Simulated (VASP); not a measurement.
# CdS (F-43m) in VASP: a series of runs

Runs on CdS. Level: LDA. Tasks: single point, relaxation of cell and atoms.

All numbers are computed with VASP 6.6.1; they aren't measurements. Logs are shortened: lines on timing, memory, paths and dates and some standing lists are left out, and cuts for length are marked.

## Step 1: The cell of the first run

The structure is cubic, space group F-43m (No. 216). Conventional cell: a = 5.840 Å, b = 5.840 Å, c = 5.840 Å, α = 90.00°, β = 90.00°, γ = 90.00°. Cd (site symmetry -43m) has 4 S at 2.53 Å within 3.3 Å. S (site symmetry -43m) has 4 Cd at 2.53 Å within 3.3 Å.

## Step 2: Single point, LDA

Contents of INCAR:

```
PREC = Accurate
ENCUT = 500
EDIFF = 1E-6
ISMEAR = 0
SIGMA = 0.1
LREAL = F
LASPH = T
NELM = 120
ALGO = Normal
ISIF = 2
LWAVE = F
LCHARG = F
GGA = CA
NBANDS = 16
GGA_COMPAT = F
```

Contents of KPOINTS:

```
regular mesh
0
Gamma
  6 6 6
```

Contents of POSCAR:

```
CdS
1.0
    0.0000000000      2.9200000000      2.9200000000
    2.9200000000      0.0000000000      2.9200000000
    2.9200000000      2.9200000000      0.0000000000
Cd S
1 1
Direct
    0.0000000000      0.0000000000      0.0000000000
    0.2500000000      0.2500000000      0.2500000000
```

Potentials or basis: VASP PAW LDA potentials, release 64 (Cd, S).

Launch:

```bash
> cat potpaw_LDA.64/Cd/POTCAR potpaw_LDA.64/S/POTCAR > POTCAR
> mpirun -np 1 vasp_std > vasp.out
```

OUTCAR:

```text
PREC = Accurate
   ENCUT = 500
   EDIFF = 1E-6
   ISMEAR = 0
   LREAL = F
   LASPH = T
   NELM = 120
   ISIF = 2
   GGA = CA

 ion  position               nearest neighbor table
   1  0.000  0.000  0.000-   2 2.53   2 2.53   2 2.53   2 2.53
   2  0.250  0.250  0.250-   1 2.53   1 2.53   1 2.53   1 2.53

  LATTYP: Found a face centered cubic cell.
 ALAT       =     5.8400000000

  Lattice vectors:

 A1 = (   0.0000000000,   2.9200000000,   2.9200000000)
 A2 = (   2.9200000000,   0.0000000000,   2.9200000000)
 A3 = (   2.9200000000,   2.9200000000,   0.0000000000)

Analysis of symmetry for initial positions (statically):
=====================================================================
 Subroutine PRICEL returns:
 Original cell was already a primitive cell.

 Routine SETGRP: Setting up the symmetry group for a
 face centered cubic supercell.

 Subroutine GETGRP returns: Found 24 space group operations
 (whereof 24 operations were pure point group operations)
 out of a pool of 48 trial point group operations.

The static configuration has the point symmetry T_d .

Analysis of symmetry for dynamics (positions and initial velocities):
=====================================================================
 Subroutine PRICEL returns:
 Original cell was already a primitive cell.

 Routine SETGRP: Setting up the symmetry group for a
 face centered cubic supercell.

 Subroutine GETGRP returns: Found 24 space group operations
 (whereof 24 operations were pure point group operations)
 out of a pool of 48 trial point group operations.

The dynamic configuration has the point symmetry T_d .

 Subroutine INISYM returns: Found 24 space group operations
 (whereof 24 operations are pure point group operations),
 and found     1 'primitive' translations

----------------------------------------------------------------------------------------

                                     Primitive cell

  volume of cell :      49.7942

  direct lattice vectors                    reciprocal lattice vectors
     0.000000000  2.920000000  2.920000000    -0.171232877  0.171232877  0.171232877
     2.920000000  0.000000000  2.920000000     0.171232877 -0.171232877  0.171232877
     2.920000000  2.920000000  0.000000000     0.171232877  0.171232877 -0.171232877

  length of vectors
     4.129503602  4.129503602  4.129503602     0.296584042  0.296584042  0.296584042

  position of ions in fractional coordinates (direct lattice)
     0.000000000  0.000000000  0.000000000
     0.250000000  0.250000000  0.250000000

  ion indices of the primitive-cell ions
   primitive index   ion index
                 1           1
                 2           2

----------------------------------------------------------------------------------------

 KPOINTS: regular mesh

Automatic generation of k-mesh.
 Grid dimensions read from file:
 generate k-points for:    6    6    6

 Generating k-lattice:

  Cartesian coordinates                     Fractional coordinates (reciprocal lattice)
    -0.028538813  0.028538813  0.028538813     0.166666667  0.000000000  0.000000000
     0.028538813 -0.028538813  0.028538813     0.000000000  0.166666667  0.000000000
     0.028538813  0.028538813 -0.028538813     0.000000000  0.000000000  0.166666667

  Length of vectors
     0.049430674  0.049430674  0.049430674

  Shift w.r.t. Gamma in fractional coordinates (k-lattice)
     0.000000000  0.000000000  0.000000000

 Subroutine IBZKPT returns following result:
 ===========================================

 Found     16 irreducible k-points:

 Following reciprocal coordinates:
            Coordinates               Weight
  0.000000  0.000000  0.000000      1.000000
  0.166667  0.000000  0.000000      8.000000
  0.333333  0.000000  0.000000      8.000000
  0.500000  0.000000  0.000000      4.000000
  0.166667  0.166667  0.000000      6.000000
  0.333333  0.166667  0.000000     24.000000
[... 8 lines left out ...]
 -0.333333  0.333333  0.166667     24.000000
 -0.333333  0.500000  0.166667     12.000000
   k-points           NKPTS =     16   k-points in BZ     NKDIM =     16   number of bands    NBANDS=     16
   number of dos      NEDOS =    301   number of ions     NIONS =      2
   total plane-waves  NPLWV =  27000
   dimension x,y,z NGX =    30 NGY =   30 NGZ =   30
   dimension x,y,z NGXF=    60 NGYF=   60 NGZF=   60
   ions per type =               1   1
   NGX,Y,Z   is equivalent  to a cutoff of  12.08, 12.08, 12.08 a.u.
   NGXF,Y,Z  is equivalent  to a cutoff of  24.15, 24.15, 24.15 a.u.
 SYSTEM =  unknown system
   PREC   = accura    normal or accurate (medium, high low for compatibility)
   ISTART =      0    job   : 0-new  1-cont  2-samecut
   ICHARG =      2    charge: 1-file 2-atom 10-const
   ISPIN  =      1    spin polarized calculation?
   LNONCOLLINEAR =      F non collinear calculations
   LSORBIT =      F    spin-orbit coupling
   LASPH  =      T    aspherical Exc in radial PAW
   ENCUT  =  500.0 eV  36.75 Ry    6.06 a.u.   7.53  7.53  7.53*2*pi/ulx,y,z
   NELM   =    120;   NELMIN=  2; NELMDL= -5     # of ELM steps
   EDIFF  = 0.1E-05   stopping-criterion for ELM
   LREAL  =      F    real-space projection
   EDIFFG = 0.1E-04   stopping-criterion for IOM
   NSW    =      0    number of steps for IOM
   IBRION =     -1    ionic relax: 0-MD 1-quasi-New 2-CG
   NFREE  =      0    steps in history (QN), initial steepest desc. (CG)
   ISIF   =      2    stress and relaxation
   ISYM   =      2    0-nonsym 1-usesym 2-fastsym
   POTIM  = 0.5000    time-step for ionic-motion
   TEBEG  =    0.0;   TEEND  =   0.0 temperature during run
   PSTRESS=    0.0 pullay stress
   NELECT =      18.0000    total number of electrons
   NUPDOWN=      -1.0000    fix difference up-down
   EMIN   =  10.00;   EMAX   =-10.00  energy-range for DOS
   EFERMI =   0.00;   METHOD = LEGACY
   ISMEAR =     0;   SIGMA  =   0.10  broadening in eV -4-tet -1-fermi 0-gaus
   EFERMI_NEDOS =   21; number of points for ismear=-14 and -15
   IALGO  =     38    algorithm
   IMIX   =      4    mixing-type and parameters
     AMIX     =   0.40;   BMIX     =  1.00
     AMIX_MAG =   1.60;   BMIX_MAG =  1.00
  volume/ion in A,a.u.               =      24.90       168.01
  Fermi-wavevector in a.u.,A,eV,Ry     =   1.166199  2.203797 18.504210  1.360021
  Thomas-Fermi vector in A             =   2.302716
   LORBIT       =      0    0 simple, 1 ext, 2 COOP (PROOUT), +10 PAW based schemes
   GGA     = CA    functional components
   LHFCALC =     F    Hartree Fock is set to
   AEXX    =    0.0000 exact exchange contribution
   IVDW    =     0    specifies the selected vdW correction
   LEPSILON=     F    determine dielectric tensor
   LRPA    =     F    only Hartree local field effects (RPA)
 non-spin polarized calculation
 Gauss-broadening in eV      SIGMA  =   0.10
  energy-cutoff  :      500.00
  volume of cell :       49.79
 maximum number of plane-waves:      1283
   NGX = 15   NGY = 15   NGZ = 15

 number of electron      18.0000001 magnetization

 Free energy of the ion-electron system (eV)
  ---------------------------------------------------
  ext. energy  EPLUGINS =         0.00000000
  ---------------------------------------------------
  free energy    TOTEN  =        -7.39256615 eV

  energy without entropy =       -7.39256615  energy(sigma->0) =       -7.39256615

 E-fermi :   1.5559     XC(G=0):  -9.5692

 val. band max:        1.0984481837   @ k =   0.0000   0.0000   0.0000
 cond. band min:       1.9808294661   @ k =   0.0000   0.0000   0.0000
 fundamental gap:      0.8823812824
 Fermi energy:         1.5559429138

 k-point     1 :       0.0000    0.0000    0.0000
  band No.  band energies     occupation
      1     -11.2353      2.00000
      2      -6.6682      2.00000
      3      -6.6682      2.00000
      4      -6.6682      2.00000
      5      -6.1887      2.00000
      6      -6.1887      2.00000
[... 8 lines left out ...]
     15      12.5335      0.00000
     16      12.5335      0.00000

 k-point     2 :       0.1667    0.0000    0.0000
  band No.  band energies     occupation
      1     -11.1257      2.00000
      2      -6.6305      2.00000
      3      -6.6305      2.00000
      4      -6.5715      2.00000
      5      -6.1896      2.00000
      6      -6.1896      2.00000
[... 8 lines left out ...]
     15      11.6805      0.00000
     16      12.6018      0.00000

 k-point     3 :       0.3333    0.0000    0.0000
  band No.  band energies     occupation
      1     -10.9052      2.00000
      2      -6.5692      2.00000
      3      -6.5692      2.00000
      4      -6.2027      2.00000
      5      -6.1724      2.00000
      6      -6.1724      2.00000
[... 8 lines left out ...]
     15      12.0900      0.00000
     16      12.0900      0.00000

 k-point     4 :       0.5000    0.0000    0.0000
  band No.  band energies     occupation
      1     -10.7956      2.00000
      2      -6.5483      2.00000
      3      -6.5483      2.00000
      4      -6.1511      2.00000
      5      -6.1511      2.00000
      6      -5.8068      2.00000
[... 8 lines left out ...]
     15      13.5693      0.00000
     16      13.5693      0.00000
[... 172 lines left out ...]
 k-point    14 :       0.5000    0.3333    0.1667
  band No.  band energies     occupation
      1     -10.7648      2.00000
      2      -6.4808      2.00000
      3      -6.4723      2.00000
      4      -6.2886      2.00000
      5      -6.1493      2.00000
      6      -5.8978      2.00000
[... 8 lines left out ...]
     15      13.9359      0.00000
     16      14.2350      0.00000

 k-point    15 :      -0.3333    0.3333    0.1667
  band No.  band energies     occupation
      1     -10.6955      2.00000
      2      -6.4778      2.00000
      3      -6.4331      2.00000
      4      -6.2323      2.00000
      5      -6.1708      2.00000
      6      -5.6260      2.00000
[... 8 lines left out ...]
     15      13.3827      0.00000
     16      14.3460      0.00000

 k-point    16 :      -0.3333    0.5000    0.1667
  band No.  band energies     occupation
      1     -10.6617      2.00000
      2      -6.4427      2.00000
      3      -6.3979      2.00000
      4      -6.2685      2.00000
      5      -6.1467      2.00000
      6      -5.5951      2.00000
[... 8 lines left out ...]
     15      14.2113      0.00000
     16      14.2413      0.00000

------------------------ aborting loop because EDIFF is reached ----------------------------------------

  FORCE on cell =-STRESS in cart. coord.  units (eV):
  Direction    XX          YY          ZZ          XY          YZ          ZX
  --------------------------------------------------------------------------------------
  -------------------------------------------------------------------------------------
  Total       -0.6840366     -0.6840366     -0.6840366     -0.0000000     -0.0000000     -0.0000000
  in kB      -22.0095615    -22.0095615    -22.0095615     -0.0000000     -0.0000000     -0.0000000
  external PRESSURE =     -22.0095615 kB  Pullay stress =       0.0000000 kB

 VOLUME and BASIS-vectors are now :
 -----------------------------------------------------------------------------
  energy-cutoff  :      500.00
  volume of cell :       49.79
      direct lattice vectors                 reciprocal lattice vectors
     0.000000000  2.920000000  2.920000000    -0.171232877  0.171232877  0.171232877
     2.920000000  0.000000000  2.920000000     0.171232877 -0.171232877  0.171232877
     2.920000000  2.920000000  0.000000000     0.171232877  0.171232877 -0.171232877

 POSITION                                       TOTAL-FORCE (eV/Angst)
 -----------------------------------------------------------------------------------
      0.00000      0.00000      0.00000         0.000000      0.000000     -0.000000
      1.46000      1.46000      1.46000         0.000000     -0.000000      0.000000
 -----------------------------------------------------------------------------------
    total drift:                                0.000000      0.000000      0.000000

  FREE ENERGIE OF THE ION-ELECTRON SYSTEM (eV)
  ---------------------------------------------------
  free  energy   TOTEN  =        -7.3925661470 eV

  energy  without entropy=       -7.3925661470  energy(sigma->0) =       -7.39256615
```

Run time: 6.2 s. Hardware: 1 thread of Intel Xeon 6975P-C (Granite Rapids), shared host; peak memory 0.14 GiB.

Results:

```
Free energy            : -7.3926 eV
Pressure               : -2.2 GPa
Band gap on the k mesh : 0.88 eV
```

## Step 3: Single point, LDA

This run uses another cell than the first one, of 23.84 Å³/atom.

Contents of INCAR:

```
SYSTEM = CdS
PREC = Accurate ; ENCUT = 500
EDIFF = 1E-6 ; ISMEAR = 0
SIGMA = 0.02 ; LREAL = .FALSE.
LASPH = .TRUE. ; NELM = 120
ALGO = Normal ; ISIF = 2
LWAVE = .FALSE. ; LCHARG = .FALSE.
GGA = CA ; NBANDS = 16
GGA_COMPAT = .FALSE.
```

Contents of KPOINTS:

```
regular mesh
0
G
  8 8 8
  0 0 0
```

Contents of POSCAR:

```
CdS
1.0
    0.0000000000      2.8782481691      2.8782481691
    2.8782481691      0.0000000000      2.8782481691
    2.8782481691      2.8782481691      0.0000000000
Cd S
1 1
Direct
    0.0000000000      0.0000000000      0.0000000000
    0.2500000000      0.2500000000      0.2500000000
```

Potentials or basis: VASP PAW LDA potentials, release 64 (Cd, S).

Launch:

```bash
> cat potpaw_LDA.64/Cd/POTCAR potpaw_LDA.64/S/POTCAR > POTCAR
> mpirun -np 1 vasp_std > vasp.out
```

OUTCAR:

```text
SYSTEM = CdS
   PREC = Accurate
   ENCUT = 500
   EDIFF = 1E-6
   ISMEAR = 0
   LREAL = .FALSE.
   LASPH = .TRUE.
   NELM = 120
   ISIF = 2
   GGA = CA

 ion  position               nearest neighbor table
   1  0.000  0.000  0.000-   2 2.49   2 2.49   2 2.49   2 2.49
   2  0.250  0.250  0.250-   1 2.49   1 2.49   1 2.49   1 2.49

  LATTYP: Found a face centered cubic cell.
 ALAT       =     5.7564963382

  Lattice vectors:

 A1 = (   0.0000000000,   2.8782481691,   2.8782481691)
 A2 = (   2.8782481691,   0.0000000000,   2.8782481691)
 A3 = (   2.8782481691,   2.8782481691,   0.0000000000)

Analysis of symmetry for initial positions (statically):
=====================================================================
 Subroutine PRICEL returns:
 Original cell was already a primitive cell.

 Routine SETGRP: Setting up the symmetry group for a
 face centered cubic supercell.

 Subroutine GETGRP returns: Found 24 space group operations
 (whereof 24 operations were pure point group operations)
 out of a pool of 48 trial point group operations.

The static configuration has the point symmetry T_d .

Analysis of symmetry for dynamics (positions and initial velocities):
[... 163 lines left out ...]
 cond. band min:       2.4608293884   @ k =   0.0000   0.0000   0.0000
 fundamental gap:      0.9773422998
 Fermi energy:         1.5882307425

 k-point     1 :       0.0000    0.0000    0.0000
  band No.  band energies     occupation
      1     -11.1274      2.00000
      2      -6.4545      2.00000
      3      -6.4545      2.00000
      4      -6.4545      2.00000
      5      -5.9139      2.00000
      6      -5.9139      2.00000
[... 433 lines left out ...]
      3      -6.2292      2.00000
      4      -5.9483      2.00000
      5      -5.8847      2.00000
      6      -5.3613      2.00000
[... 8 lines left out ...]
     15      13.7124      0.00000
     16      14.6918      0.00000

 [... further k-points ...]

------------------------ aborting loop because EDIFF is reached ----------------------------------------

  FORCE on cell =-STRESS in cart. coord.  units (eV):
  Direction    XX          YY          ZZ          XY          YZ          ZX
  --------------------------------------------------------------------------------------
  -------------------------------------------------------------------------------------
  Total        0.1639374      0.1639374      0.1639374      0.0000000      0.0000000      0.0000000
  in kB        5.5077449      5.5077449      5.5077449      0.0000000      0.0000000      0.0000000
  external PRESSURE =       5.5077449 kB  Pullay stress =       0.0000000 kB

 VOLUME and BASIS-vectors are now :
 -----------------------------------------------------------------------------
  energy-cutoff  :      500.00
  volume of cell :       47.69
      direct lattice vectors                 reciprocal lattice vectors
     0.000000000  2.878248169  2.878248169    -0.173716779  0.173716779  0.173716779
     2.878248169  0.000000000  2.878248169     0.173716779 -0.173716779  0.173716779
     2.878248169  2.878248169  0.000000000     0.173716779  0.173716779 -0.173716779

 POSITION                                       TOTAL-FORCE (eV/Angst)
 -----------------------------------------------------------------------------------
      0.00000      0.00000      0.00000         0.000000     -0.000000      0.000000
      1.43912      1.43912      1.43912        -0.000000      0.000000     -0.000000
 -----------------------------------------------------------------------------------
    total drift:                               -0.000000     -0.000000     -0.000000

  FREE ENERGIE OF THE ION-ELECTRON SYSTEM (eV)
  ---------------------------------------------------
  free  energy   TOTEN  =        -7.4065968575 eV

  energy  without entropy=       -7.4065968575  energy(sigma->0) =       -7.40659686
```

OSZICAR:

```text
N       E                     dE             d eps       ncg     rms          rms(c)
DAV:   1     0.104065721935E+03    0.10407E+03   -0.90464E+03   960   0.101E+03
DAV:   2    -0.396329165313E+01   -0.10803E+03   -0.10223E+03  1104   0.251E+02
DAV:   3    -0.789811089456E+01   -0.39348E+01   -0.39263E+01  1136   0.499E+01
DAV:   4    -0.792120605838E+01   -0.23095E-01   -0.23092E-01  1176   0.379E+00
DAV:   5    -0.792149929384E+01   -0.29324E-03   -0.29323E-03  1144   0.403E-01    0.884E+00
DAV:   6    -0.743894348714E+01    0.48256E+00   -0.76576E-01  1400   0.120E+01    0.691E+00
DAV:   7    -0.741195948954E+01    0.26984E-01   -0.16169E-01  1200   0.290E+00    0.316E+00
DAV:   8    -0.740702320523E+01    0.49363E-02   -0.17700E-02  1032   0.168E+00    0.258E-01
DAV:   9    -0.740660253758E+01    0.42067E-03   -0.20024E-03  1232   0.709E-01    0.492E-02
DAV:  10    -0.740659054256E+01    0.11995E-04   -0.16660E-04  1056   0.164E-01    0.537E-02
DAV:  11    -0.740660125819E+01   -0.10716E-04   -0.43523E-05  1192   0.647E-02    0.151E-02
DAV:  12    -0.740659673589E+01    0.45223E-05   -0.15867E-05  1376   0.545E-02    0.711E-03
DAV:  13    -0.740659685750E+01   -0.12162E-06   -0.11932E-06   872   0.798E-03
   1 F= -.74065969E+01 E0= -.74065969E+01  d E =-.809847E-16
```

stdout:

```text
POSCAR found type information on POSCAR CdS
 POSCAR found :  2 types and       2 ions
 scaLAPACK will be used
 LDA part: xc-table for (Slater(with rela. corr.)+CA(PZ))
 , standard interpolation
 POSCAR, INCAR and KPOINTS ok, starting setup
 FFT: planning ... GRIDC
 FFT: planning ... GRID_SOFT
 FFT: planning ... GRID
 WAVECAR not read
 entering main loop
```

It took 11 s on 1 thread of Intel Xeon 6975P-C (Granite Rapids), shared host; peak memory 0.15 GiB.

What came out:

```yaml
Free_energy: -7.4066 eV
Pressure: 0.6 GPa
Band_gap_on_the_k_mesh: 0.98 eV
```

Levels at points of the mesh, in eV from the valence-band top:
| k point | band 6 | band 7 | band 8 | band 9 | band 10 | band 11 | band 12 | band 13 |
| --- | --- | --- | --- | --- | --- | --- | --- | --- |
| (0.00, 0.00, 0.00) | -7.40 | 0.00 | 0.00 | 0.00 | 0.98 | 6.35 | 6.35 | 6.35 |
| (0.50, 0.00, 0.00) | -6.98 | -4.77 | -0.83 | -0.83 | 2.84 | 6.84 | 6.84 | 7.34 |
| (0.50, 0.50, 0.00) | -6.91 | -4.23 | -2.07 | -2.07 | 3.24 | 4.21 | 9.13 | 10.78 |

(Continued in part 2 of 2.)
